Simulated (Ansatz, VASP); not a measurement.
## Two plane-wave programs on KTaO3

```
K Ta O
1.0
     4.10518    0.00000    0.00000
     0.00000    4.10518    0.00000
     0.00000    0.00000    4.10518
K Ta O
1 1 3
Cartesian
  2.0526 2.0526 2.0526
  0.0000 0.0000 0.0000
  0.0000 2.0526 0.0000
  0.0000 0.0000 2.0526
  2.0526 0.0000 0.0000
```

Change from the starting cell: equal strain along all axes, cell held, atoms relaxed: +3.0 %.

Alike in both runs: task single point; functional PBEsol; k mesh 8 × 8 × 8; occupations gaussian, width 0.02 eV; no spin polarisation.

|  | VASP | Ansatz |
| --- | --- | --- |
| version | VASP 6.6.1 | Ansatz 0.2.0 |
| potentials or method | VASP PAW PBE potentials, release 64 (K_sv, Ta_pv, O), cutoff 520 eV | scalar-relativistic, plane waves, PAW |
| valence electrons in the cell | 38 | 40 |

|  | VASP | Ansatz | Ansatz less VASP |
| --- | --- | --- | --- |
| gap on the k mesh at the Fermi level (eV) | 1.90 | 1.94 | +0.041 |
| least direct gap on the mesh (eV) | 2.54 | 2.58 | +0.034 |
| pressure (GPa) | -14.3 | -14.8 | -0.45 |

VASP's potentials were made for PBE, not for PBEsol. VASP's potentials hold 38 valence electrons a cell and Ansatz's 40, so a difference there can come from the potentials and not from the codes.

Spin-orbit coupling is off throughout.
